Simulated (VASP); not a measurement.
# TiO2 (Imma) in VASP: a series of runs, part 2 of 2

VASP 6.6.1.

## (4) Single point, PBEsol

This run uses another cell than the first one, of 10.33 Å³/atom.

Input file INCAR:

```
SYSTEM = TiO2
PREC     = Accurate       ! precision mode
ENCUT    = 520            ! plane-wave cutoff, eV
EDIFF    = 1E-6           ! SCF threshold, eV
ISMEAR   = -1             ! smearing method
SIGMA    = 0.02           ! smearing width, eV
LREAL    = .False.        ! projectors in reciprocal space
LASPH    = .True.         ! aspherical terms in the spheres
NELM     = 100            ! most SCF steps
ALGO     = Normal         ! electronic algorithm
ISIF     = 2              ! what is computed and relaxed
LWAVE    = .False.        ! write WAVECAR
LCHARG   = .False.        ! write CHGCAR
GGA      = PS             ! functional
NBANDS   = 60             ! bands
```

Input file KPOINTS:

```
Automatic mesh
0
Gamma
  6 6 6
  0 0 0
```

Input file POSCAR:

```
TiO2
1.0
   -2.9389753601      3.2465653487      3.2465658421
    2.9389753601     -3.2465653487      3.2465658421
    2.9389753601      3.2465653487     -3.2465658421
Ti O
4 8
Direct
    0.5000605481      0.7500605481      0.7500000000
    0.4999394519      0.2499394519      0.2500000000
    0.0000000000      0.0000000000      0.5000000000
    0.0000000000      0.5000000000      0.0000000000
    0.3044404470      0.3044395448      0.4999990978
    0.1955606157      0.2500010374      0.9455595782
    0.3044404470      0.8044413492      0.0000009022
    0.8044414592      0.2500010374      0.5544404218
    0.1955585408      0.7499989626      0.4455595782
    0.8044393843      0.7499989626      0.0544404218
    0.6955595530      0.1955586508      0.9999990978
    0.6955595530      0.6955604552      0.5000009022
```

Potentials or basis: VASP PAW PBE potentials, release 64 (Ti_sv, O).

Launch:

```
$ cat potpaw_PBE.64/Ti_sv/POTCAR potpaw_PBE.64/O/POTCAR > POTCAR
$ mpirun -np 1 vasp_std > vasp.out
```

OUTCAR:

```text
SYSTEM = TiO2
   PREC = Accurate
   ENCUT = 520
   EDIFF = 1E-6
   ISMEAR = -1
   LREAL = .False.
   LASPH = .True.
   NELM = 100
   ISIF = 2
   GGA = PS

 ion  position               nearest neighbor table
   1  0.500  0.750  0.750-  11 1.94  12 1.94   7 1.94   5 1.94  10 1.98   9 1.98
   2  0.500  0.250  0.250-   7 1.94   5 1.94  11 1.94  12 1.94   6 1.98   8 1.98
   3  0.000  0.000  0.500-   6 1.94  10 1.94   9 1.94   8 1.94   5 1.98  12 1.98
   4  0.000  0.500  0.000-   8 1.94   9 1.94   6 1.94  10 1.94   7 1.98  11 1.98
   5  0.304  0.304  0.500-   2 1.94   1 1.94   3 1.98
   6  0.196  0.250  0.946-   3 1.94   4 1.94   2 1.98
[... 1745 lines left out ...]
 -----------------------------------------------------------------------------
  energy-cutoff  :      520.00
  volume of cell :      123.91
      direct lattice vectors                 reciprocal lattice vectors
    -2.938975360  3.246565349  3.246565842     0.000000000  0.154008913  0.154008889
     2.938975360 -3.246565349  3.246565842     0.170127319  0.000000000  0.154008889
     2.938975360  3.246565349 -3.246565842     0.170127319  0.154008913  0.000000000

 POSITION                                       TOTAL-FORCE (eV/Angst)
 -----------------------------------------------------------------------------------
      2.93898      1.62328      1.62368        -0.000000      0.000000     -0.000720
      0.00000      1.62328      1.62289        -0.000000      0.000000      0.000720
      1.46949      1.62328     -1.62328        -0.000000      0.000000     -0.000000
      1.46949     -1.62328      1.62328        -0.000000      0.000000     -0.000000
      1.46948      1.62328      0.35349         0.000273      0.000000     -0.025069
      2.93898      2.89308     -1.62328         0.000000      0.025198     -0.000049
      1.46949     -1.62328      3.60005        -0.000273      0.000000     -0.025069
     -0.00000      3.60005      1.62329        -0.000000     -0.025198     -0.000049
      2.93898     -0.35349      1.62328        -0.000000      0.025198      0.000049
      0.00000      0.35349      4.86984        -0.000000     -0.025198      0.000049
      1.46948      4.86985     -0.35349         0.000273      0.000000      0.025069
      1.46949      1.62328      2.89308        -0.000273     -0.000000      0.025069
 -----------------------------------------------------------------------------------
    total drift:                                0.000000      0.000000     -0.000000

  FREE ENERGIE OF THE ION-ELECTRON SYSTEM (eV)
  ---------------------------------------------------
  free  energy   TOTEN  =      -112.1967130094 eV

  energy  without entropy=     -112.1967130094  energy(sigma->0) =     -112.19671301
```

OSZICAR:

```text
N       E                     dE             d eps       ncg     rms          rms(c)
DAV:   1     0.151523184069E+04    0.15152E+04   -0.47663E+04  5616   0.192E+03
DAV:   2     0.170824532685E+03   -0.13444E+04   -0.12749E+04  5576   0.596E+02
DAV:   3    -0.122033964503E+03   -0.29286E+03   -0.28153E+03  7116   0.242E+02
DAV:   4    -0.143965007923E+03   -0.21931E+02   -0.21865E+02  8264   0.713E+01
DAV:   5    -0.145121267073E+03   -0.11563E+01   -0.11557E+01  8228   0.133E+01    0.447E+01
DAV:   6    -0.113143806908E+03    0.31977E+02   -0.19039E+02  7564   0.966E+01    0.168E+01
DAV:   7    -0.112618232007E+03    0.52557E+00   -0.28194E+01  7292   0.308E+01    0.117E+01
DAV:   8    -0.112660970094E+03   -0.42738E-01   -0.78515E+00  7072   0.200E+01    0.654E+00
DAV:   9    -0.112185157869E+03    0.47581E+00   -0.29831E+00  7056   0.119E+01    0.157E+00
DAV:  10    -0.112204563671E+03   -0.19406E-01   -0.23038E-01  6608   0.265E+00    0.709E-01
DAV:  11    -0.112196733886E+03    0.78298E-02   -0.32928E-02  6528   0.903E-01    0.130E-01
DAV:  12    -0.112197232537E+03   -0.49865E-03   -0.25515E-03  7328   0.353E-01    0.208E-01
DAV:  13    -0.112196707389E+03    0.52515E-03   -0.16570E-03  7064   0.267E-01    0.340E-02
DAV:  14    -0.112196711499E+03   -0.41092E-05   -0.96502E-05  8268   0.530E-02    0.109E-02
DAV:  15    -0.112196712716E+03   -0.12177E-05   -0.65954E-06  6316   0.172E-02    0.703E-03
DAV:  16    -0.112196713009E+03   -0.29318E-06   -0.52425E-07  3104   0.513E-03
   1 F= -.11219671E+03 E0= -.11219671E+03  d E =-.180673E-11
```

Run time: 12 min. Hardware: 1 thread of Oxide Virtual Turin-like, shared host; peak memory 0.37 GiB.

What came out:

* Free energy: -112.1967 eV
* Pressure: 0.7 GPa
* Largest force: 0.025 eV/Å
* Band gap on the k mesh: 1.84 eV

Forces on the atoms (eV/Å):
```
Ti   0.000  0.000 -0.001
Ti   0.000  0.000  0.001
Ti   0.000  0.000  0.000
Ti   0.000  0.000  0.000
O    0.000  0.000 -0.025
O    0.000  0.025  0.000
O    0.000  0.000 -0.025
O    0.000 -0.025  0.000
O    0.000  0.025  0.000
O    0.000 -0.025  0.000
O    0.000  0.000  0.025
O    0.000  0.000  0.025
```

Caveat: the PAW data sets were made with another functional, which shifts forces and pressure a little. A k mesh can miss the band edges.

## (5) Single point, PBE

This run uses another cell than the first one, of 10.40 Å³/atom.

Input file INCAR:

```
SYSTEM = TiO2
ALGO     = Normal         ! electronic algorithm
EDIFF    = 1E-6           ! SCF threshold, eV
ENCUT    = 520            ! plane-wave cutoff, eV
GGA      = PE             ! functional
ISIF     = 2              ! what is computed and relaxed
ISMEAR   = -1             ! smearing method
LASPH    = .TRUE.         ! aspherical terms in the spheres
LCHARG   = .FALSE.        ! write CHGCAR
LREAL    = .FALSE.        ! projectors in reciprocal space
LWAVE    = .FALSE.        ! write WAVECAR
NBANDS   = 60             ! bands
NELM     = 100            ! most SCF steps
PREC     = Accurate       ! precision mode
SIGMA    = 0.02           ! smearing width, eV
```

Input file KPOINTS:

```
k-points
0
G
  6 6 6
  0 0 0
```

Input file POSCAR:

```
TiO2
1.0
   -2.9535196236      3.2504361872      3.2504360682
    2.9535196236     -3.2504361872      3.2504360682
    2.9535196236      3.2504361872     -3.2504360682
Ti O
4 8
Direct
    0.5000559504      0.7500559504      0.7500000000
    0.4999440496      0.2499440496      0.2500000000
    0.0000000000      0.0000000000      0.5000000000
    0.0000000000      0.5000000000      0.0000000000
    0.3045877962      0.3045830631      0.4999952670
    0.1954155400      0.2500033397      0.9454122003
    0.3045877962      0.8045925292      0.0000047330
    0.8045911394      0.2500033397      0.5545877997
    0.1954088606      0.7499966603      0.4454122003
    0.8045844600      0.7499966603      0.0545877997
    0.6954122038      0.1954074708      0.9999952670
    0.6954122038      0.6954169369      0.5000047330
```

Launch:

```
$ cat potpaw_PBE.64/Ti_sv/POTCAR potpaw_PBE.64/O/POTCAR > POTCAR
$ mpirun -np 1 vasp_std > vasp.out
```

Run time: 8.6 min. Hardware: 1 thread of Oxide Virtual Turin-like, shared host; peak memory 0.37 GiB.

It converged, with:

- Free energy: -107.2898 eV
- Pressure: 5.9 GPa
- Largest force: 0.074 eV/Å
- Band gap on the k mesh: 1.86 eV

Forces in eV/Å, atoms in the order of the input:
```
Ti   0.000  0.000 -0.001
Ti   0.000  0.000  0.001
Ti   0.000  0.000  0.000
Ti   0.000  0.000  0.000
O    0.000  0.000 -0.074
O    0.000  0.074  0.000
O    0.000  0.000 -0.074
O    0.000 -0.074  0.000
O    0.000  0.074  0.000
O    0.000 -0.074  0.000
O    0.000  0.000  0.074
O    0.000  0.000  0.074
```

Levels at points of the mesh, in eV from the valence-band top:
```csv
k point,band 45,band 46,band 47,band 48,band 49,band 50,band 51,band 52
"(0.00, 0.00, 0.00)",-0.67,-0.45,-0.45,0.00,1.86,2.15,2.40,2.50
"(0.50, 0.00, 0.00)",-1.04,-1.04,-0.74,-0.74,1.90,1.90,2.53,2.53
"(0.00, 0.50, 0.00)",-1.23,-1.23,-0.65,-0.65,2.26,2.26,2.64,2.64
"(0.50, 0.50, 0.00)",-1.23,-1.23,-0.65,-0.65,2.26,2.26,2.64,2.64
"(0.50, 0.50, 0.50)",-1.30,-1.30,-1.07,-1.07,1.90,1.90,2.52,2.52
```

Caveat: the cell stands under pressure.

## (6) Overview

| level | cell | gap on the mesh (eV) | pressure (GPa) | largest force (eV/Å) |
| --- | --- | --- | --- | --- |
| PBE | a = 5.509 Å, angles 114.9, 106.8, 106.8°, 12 atoms | 1.83 | 0.7 | 0.03 |
| r2SCAN | a = 5.464 Å, angles 114.6, 107.0, 107.0°, 12 atoms | 2.23 | 1.3 | 0.03 |
| PBEsol | a = 5.451 Å, angles 114.8, 106.9, 106.9°, 12 atoms | 1.84 | 0.7 | 0.03 |
| PBE | a = 5.464 Å, angles 114.6, 107.0, 107.0°, 12 atoms | 1.86 | 5.9 | 0.07 |

Alike in all rows: task single point; potentials or basis VASP PAW PBE potentials, release 64 (Ti_sv, O); no spin polarisation; k mesh 6 × 6 × 6; cutoff (eV) 520; smearing fermi-dirac 0.02 eV.

Caveats: the PAW data sets were made with another functional, which shifts forces and pressure a little (at least some runs); the cell stands under pressure (at least some runs).

Absolute energies hang on the potentials; compare differences alone.
